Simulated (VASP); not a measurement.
Set up this calculation in VASP 6.6.1, as the native input.

```yaml
Task: single point
Functional: PBE
Potentials_or_basis: VASP PAW PBE potentials, release 64 (Re)
Cutoff: 520 eV
k_mesh: 16 × 16 × 15
Occupations: fermi-dirac, width 0.08 eV
Spin: no spin polarisation
Dipole_correction: no
Further_INCAR_settings: ALGO = Normal; EDIFF = 1e-06; NBANDS = 10
```

The structure of Re lies in POSCAR:

```
Re
1.0
    2.6143728832      0.0000000000      0.0000000000
   -1.3071864416      2.2641133319      0.0000000000
    0.0000000000      0.0000000000      2.3463525083
Re
1
Direct
    0.0000000000      0.0000000000      0.0000000000
```

These files were run (other wordings do the same):

INCAR

```
SYSTEM = Re
PREC = Accurate
ENCUT = 520
EDIFF = 1E-6
ISMEAR = -1
SIGMA = 0.08
LREAL = .FALSE.
LASPH = .TRUE.
NELM = 80
ALGO = Normal
ISIF = 2
LWAVE = .FALSE.
LCHARG = .TRUE.
GGA = PE
LELF = .TRUE.
LVHAR = .TRUE.
NBANDS = 10
```

KPOINTS

```
regular mesh
0
G
  16 16 15
  0 0 0
```

Potentials or basis: VASP PAW PBE potentials, release 64 (Re).

Launch:

```sh
$ cat potpaw_PBE.64/Re/POTCAR > POTCAR
$ mpirun -np 1 vasp_std > vasp.out
```

It gave:

| Quantity | Value |
| --- | --- |
| Pressure | 64.4 GPa |

It took 26 s on 1 thread of Intel(R) Xeon(R) Platinum 8259CL CPU @ 2.50GHz (Skylake/Cascade Lake), with other jobs on the host, peak memory 0.15 GiB.
